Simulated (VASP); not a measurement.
B:

```
B
1.0
    -1.87813    1.87813    2.57288
     1.87813   -1.87813    2.57288
     1.87813    1.87813   -2.57288
B
4
Direct
  0.66667 0.66667 0.33334
  0.33333 0.66667 0.00000
  0.33333 0.33333 0.66666
  0.66667 0.33333 0.00000
```

| Quantity | Value |
| --- | --- |
| Program | VASP 6.6.1 |
| Task | relaxation of cell and atoms |
| Functional | PBE |
| Potentials or basis | VASP PAW PBE potentials, release 64 (B_h) |
| Cutoff | 910 eV |
| k mesh | 6 × 6 × 6 |
| Occupations | gaussian, width 0.1 eV |
| Spin | no spin polarisation |

At the start: pressure 124.8 GPa; volume 9.08 Å³/atom.

Q: How do energy, volume and symmetry change on relaxing?

A: Over 25 steps the energy falls by 3545.9 meV/atom and the volume is 8.28 Å³/atom (-8.7 %); space group I4/mmm (No. 139, to 0.05 Å).

The path:
| step | energy change (eV) | largest force (eV/Å) | pressure (GPa) | volume (Å³) |
| --- | --- | --- | --- | --- |
| 1 | 0.0000 | 21.4670 | 124.83 | 36.30 |
| 2 | -7.7367 | 0.4315 | -7.74 | 82.66 |
| 3 | -7.7582 | 0.7317 | -9.34 | 81.47 |
| 4 | -7.7659 | 0.9697 | -10.69 | 80.39 |
| 5 | -7.6634 | 1.9115 | -16.76 | 74.32 |
| 6 | -7.5773 | 6.3742 | 18.82 | 57.30 |
| 7 | -8.5289 | 0.8984 | -4.90 | 64.76 |
| 8 | -8.5299 | 0.9846 | -4.51 | 64.58 |
| 9 | -9.0310 | 1.1622 | -6.89 | 59.26 |
| 10 | -11.4854 | 1.8795 | -13.25 | 44.54 |
| 11 | 0.7002 | 25.0712 | 304.06 | 20.29 |
| 12 | -12.0234 | 2.5283 | -11.26 | 41.74 |
| 13 | -13.5195 | 0.9782 | 25.74 | 30.35 |
| 14 | -13.6480 | 2.3151 | 3.02 | 33.78 |
| 15 | -13.7044 | 1.8823 | 11.05 | 32.25 |
| 16 | -13.7225 | 0.4705 | 18.13 | 31.36 |
| 17 | -13.8213 | 0.6260 | 13.12 | 31.78 |
| 18 | -13.9665 | 0.5899 | 4.03 | 33.08 |
| 19 | -14.0317 | 0.6003 | -5.70 | 34.73 |
| 20 | -14.0994 | 0.5237 | -5.06 | 34.44 |
| 21 | -14.1664 | 0.1347 | -3.66 | 33.56 |
| 22 | -14.1743 | 0.0552 | -3.91 | 33.79 |
| 23 | -14.1822 | 0.0359 | 0.92 | 33.02 |
| 24 | -14.1833 | 0.0101 | -0.38 | 33.22 |
| 25 | -14.1838 | 0.0077 | -0.12 | 33.13 |

Final structure:
```yaml
crystal:
  lattice:
    - [-2.31916, 2.31916, 1.53987]
    - [2.31916, -2.31916, 1.53987]
    - [2.31916, 2.31916, -1.53987]
  atoms:
    - { symbol: B, position: [0.80265, 0.80265, 0.60529] }
    - { symbol: B, position: [0.19735, 0.80265, 0.00000] }
    - { symbol: B, position: [0.19735, 0.19735, 0.39471] }
    - { symbol: B, position: [0.80265, 0.19735, 0.00000] }
```

Caveat: the k points lie up to 0.41 Å⁻¹ apart in the final cell.
